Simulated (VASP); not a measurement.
# SrOs (Pm-3m) in VASP: further runs, part 2 of 2

VASP 6.6.1. Earlier steps stand in the parts before.

**4. Single point, r2SCAN (volume scaled by 1.070)**

POSCAR

```
SrOs
1.0
    3.6665517742      0.0000000000      0.0000000000
    0.0000000000      3.6665517742      0.0000000000
    0.0000000000      0.0000000000      3.6665517742
Sr Os
1 1
Direct
    0.0000000000      0.0000000000      0.0000000000
    0.5000000000      0.5000000000      0.5000000000
```

INCAR.step1

```
SYSTEM = SrOs
  PREC = Accurate
  ENCUT = 520
  ISMEAR = 0
  SIGMA = 0.05
  LREAL = .FALSE.
  LASPH = .TRUE.
  NELM = 60
  NBANDS = 16
  GGA = PE
  ALGO = Normal
  EDIFF = 1E-4
  LWAVE = .TRUE.
  LCHARG = .FALSE.
```

INCAR.step2

```
SYSTEM = SrOs
  PREC = Accurate
  ENCUT = 520
  EDIFF = 1E-6
  ISMEAR = 0
  SIGMA = 0.05
  LREAL = .FALSE.
  LASPH = .TRUE.
  NELM = 60
  ALGO = Normal
  ISIF = 2
  LWAVE = .FALSE.
  LCHARG = .FALSE.
  METAGGA = R2SCAN
  LMIXTAU = .TRUE.
  NBANDS = 16
  ISTART = 1
```

KPOINTS

```
regular mesh
0
G
  10 10 10
  0 0 0
```

Potentials or basis: VASP PAW PBE potentials, release 64 (Sr_sv, Os).

On the command line:

```
$ cat potpaw_PBE.64/Sr_sv/POTCAR potpaw_PBE.64/Os/POTCAR > POTCAR
$ cp INCAR.step1 INCAR
$ mpirun -np 1 vasp_std > vasp.out
$ cp INCAR.step2 INCAR
$ mpirun -np 1 vasp_std > vasp.out
```

OUTCAR:

```text
SYSTEM = SrOs
   PREC = Accurate
   ENCUT = 520
   EDIFF = 1E-6
   ISMEAR = 0
   LREAL = .FALSE.
   LASPH = .TRUE.
   NELM = 60
   ISIF = 2
   METAGGA = R2SCAN
   ISTART = 1

 ion  position               nearest neighbor table
   1  0.000  0.000  0.000-   2 3.18   2 3.18   2 3.18   2 3.18   2 3.18   2 3.18   2 3.18   2 3.18

   2  0.500  0.500  0.500-   1 3.18   1 3.18   1 3.18   1 3.18   1 3.18   1 3.18   1 3.18   1 3.18

  LATTYP: Found a simple cubic cell.
 ALAT       =     3.6665517742

  Lattice vectors:

 A1 = (   3.6665517742,   0.0000000000,   0.0000000000)
 A2 = (   0.0000000000,   3.6665517742,   0.0000000000)
 A3 = (   0.0000000000,   0.0000000000,   3.6665517742)

Analysis of symmetry for initial positions (statically):
=====================================================================
 Subroutine PRICEL returns:
 Original cell was already a primitive cell.

 Routine SETGRP: Setting up the symmetry group for a
 simple cubic supercell.

 Subroutine GETGRP returns: Found 48 space group operations
 (whereof 48 operations were pure point group operations)
 out of a pool of 48 trial point group operations.

The static configuration has the point symmetry O_h .

Analysis of symmetry for dynamics (positions and initial velocities):
=====================================================================
 Subroutine PRICEL returns:
 Original cell was already a primitive cell.

 Routine SETGRP: Setting up the symmetry group for a
 simple cubic supercell.

 Subroutine GETGRP returns: Found 48 space group operations
 (whereof 48 operations were pure point group operations)
 out of a pool of 48 trial point group operations.

The dynamic configuration has the point symmetry O_h .

 Subroutine INISYM returns: Found 48 space group operations
 (whereof 48 operations are pure point group operations),
 and found     1 'primitive' translations

[... 114 lines left out ...]
     AMIX_MAG =   1.60;   BMIX_MAG =  1.00
  volume/ion in A,a.u.               =      24.65       166.32
  Fermi-wavevector in a.u.,A,eV,Ry     =   1.170149  2.211261 18.629760  1.369249
  Thomas-Fermi vector in A             =   2.306612
   LORBIT       =      0    0 simple, 1 ext, 2 COOP (PROOUT), +10 PAW based schemes
   METAGGA = R2SCAN    functional components
   LHFCALC =     F    Hartree Fock is set to
   AEXX    =    0.0000 exact exchange contribution
   IVDW    =     0    specifies the selected vdW correction
   LEPSILON=     F    determine dielectric tensor
   LRPA    =     F    only Hartree local field effects (RPA)
 non-spin polarized calculation
 Gauss-broadening in eV      SIGMA  =   0.05
  energy-cutoff  :      520.00
  volume of cell :       49.29
 maximum number of plane-waves:      1357
 NGX is ok and might be reduce to    28
   NGX = 13   NGY = 13   NGZ = 13

 number of electron      18.0000000 magnetization

 Free energy of the ion-electron system (eV)
  ---------------------------------------------------
  ext. energy  EPLUGINS =         0.00000000
  ---------------------------------------------------
  free energy    TOTEN  =       -65.32073140 eV

  energy without entropy =      -65.31756120  energy(sigma->0) =      -65.31914630

 E-fermi :   3.1952     XC(G=0): -11.1508

 val. band max:        3.1917513267   @ k =   0.3000   0.1000   0.1000
 cond. band min:       3.2065454987   @ k =   0.4000   0.1000   0.1000
 fundamental gap:      0.0147941720
 Fermi energy:         3.1951835174

 k-point     1 :       0.0000    0.0000    0.0000
  band No.  band energies     occupation
      1     -31.8876      2.00000
      2     -13.1831      2.00000
      3     -13.1831      2.00000
      4     -13.1831      2.00000
      5      -1.8902      2.00000
      6       1.1309      2.00000
[... 433 lines left out ...]
      3     -13.2098      2.00000
      4     -13.2061      2.00000
      5      -0.2256      2.00000
      6       1.6927      2.00000
[... 8 lines left out ...]
     15      11.0851      0.00000
     16      12.2478      0.00000

 [... further k-points ...]

------------------------ aborting loop because EDIFF is reached ----------------------------------------

  FORCE on cell =-STRESS in cart. coord.  units (eV):
  Direction    XX          YY          ZZ          XY          YZ          ZX
  --------------------------------------------------------------------------------------
  -------------------------------------------------------------------------------------
  Total       -1.1550928     -1.1550928     -1.1550928     -0.0000000     -0.0000000      0.0000000
  in kB      -37.5451618    -37.5451618    -37.5451618     -0.0000000     -0.0000000      0.0000000
  external PRESSURE =     -37.5451618 kB  Pullay stress =       0.0000000 kB

 VOLUME and BASIS-vectors are now :
 -----------------------------------------------------------------------------
  energy-cutoff  :      520.00
  volume of cell :       49.29
      direct lattice vectors                 reciprocal lattice vectors
     3.666551774  0.000000000  0.000000000     0.272735819  0.000000000  0.000000000
     0.000000000  3.666551774  0.000000000     0.000000000  0.272735819  0.000000000
     0.000000000  0.000000000  3.666551774     0.000000000  0.000000000  0.272735819

 POSITION                                       TOTAL-FORCE (eV/Angst)
 -----------------------------------------------------------------------------------
      0.00000      0.00000      0.00000         0.000000      0.000000      0.000000
      1.83328      1.83328      1.83328         0.000000      0.000000      0.000000
 -----------------------------------------------------------------------------------
    total drift:                                0.000000      0.000000      0.000000

  FREE ENERGIE OF THE ION-ELECTRON SYSTEM (eV)
  ---------------------------------------------------
  free  energy   TOTEN  =       -65.3207314019 eV

  energy  without entropy=      -65.3175612040  energy(sigma->0) =      -65.31914630
```

OUTCAR.step1:

```text
SYSTEM = SrOs
   PREC = Accurate
   ENCUT = 520
   ISMEAR = 0
   LREAL = .FALSE.
   LASPH = .TRUE.
[... 679 lines left out ...]
      0.00000      0.00000      0.00000         0.000000      0.000000      0.000000
      1.83328      1.83328      1.83328         0.000000      0.000000      0.000000
 -----------------------------------------------------------------------------------
    total drift:                                0.000000      0.000000      0.000000

  FREE ENERGIE OF THE ION-ELECTRON SYSTEM (eV)
  ---------------------------------------------------
  free  energy   TOTEN  =       -10.1707465227 eV

  energy  without entropy=      -10.1647093752  energy(sigma->0) =      -10.16772795
```

OSZICAR.step1:

```text
N       E                     dE             d eps       ncg     rms          rms(c)
DAV:   1     0.852865533643E+02    0.85287E+02   -0.88263E+03  1792   0.106E+03
DAV:   2    -0.650868518275E+01   -0.91795E+02   -0.83916E+02  2176   0.256E+02
DAV:   3    -0.107070169840E+02   -0.41983E+01   -0.40541E+01  2680   0.426E+01
DAV:   4    -0.108263799977E+02   -0.11936E+00   -0.11928E+00  2248   0.644E+00
DAV:   5    -0.108292888091E+02   -0.29088E-02   -0.29086E-02  2720   0.800E-01    0.300E+01
DAV:   6    -0.103395115984E+02    0.48978E+00   -0.41423E+00  2512   0.110E+01    0.803E+00
DAV:   7    -0.101981450162E+02    0.14137E+00   -0.88979E-01  2320   0.596E+00    0.852E+00
DAV:   8    -0.101707333228E+02    0.27412E-01   -0.76516E-02  2224   0.203E+00    0.156E+00
DAV:   9    -0.101705940800E+02    0.13924E-03   -0.42768E-03  2416   0.420E-01    0.370E-01
DAV:  10    -0.101707453076E+02   -0.15123E-03   -0.17898E-04  1912   0.106E-01    0.905E-02
DAV:  11    -0.101707465227E+02   -0.12151E-05   -0.41727E-05   952   0.597E-02
   1 F= -.10170747E+02 E0= -.10167728E+02  d E =-.603715E-02
```

Run time: 3.3 min. Hardware: 1 thread of AMD EPYC 7R43 (Zen 3), shared host; peak memory 0.16 GiB.

Results:

```
Free energy            : -65.3207 eV
Pressure               : -3.8 GPa
Band gap on the k mesh : zero (band 9 reaches 4.43 eV, above the bottom of band 10 at 2.70 eV)
```

Caveat: the PAW data sets were made with another functional, which shifts forces and pressure a little; spin-orbit coupling is left out, which moves the levels of the heavy elements.

**5. Summary**

| cell | gap on the mesh (eV) | pressure (GPa) |
| --- | --- | --- |
| a = 3.609 Å, 2 atoms | none | -0.9 |
| a = 3.632 Å, 2 atoms | none | -2.2 |
| a = 3.667 Å, 2 atoms | none | -3.8 |

Alike in all rows: task single point; level r2SCAN; potentials or basis VASP PAW PBE potentials, release 64 (Sr_sv, Os); no spin polarisation; k mesh 10 × 10 × 10; cutoff (eV) 520; smearing gaussian 0.05 eV.

Caveats: the PAW data sets were made with another functional, which shifts forces and pressure a little; spin-orbit coupling is left out, which moves the levels of the heavy elements.

Total energies depend on the potentials used, so only differences within one code and one set of settings carry meaning.
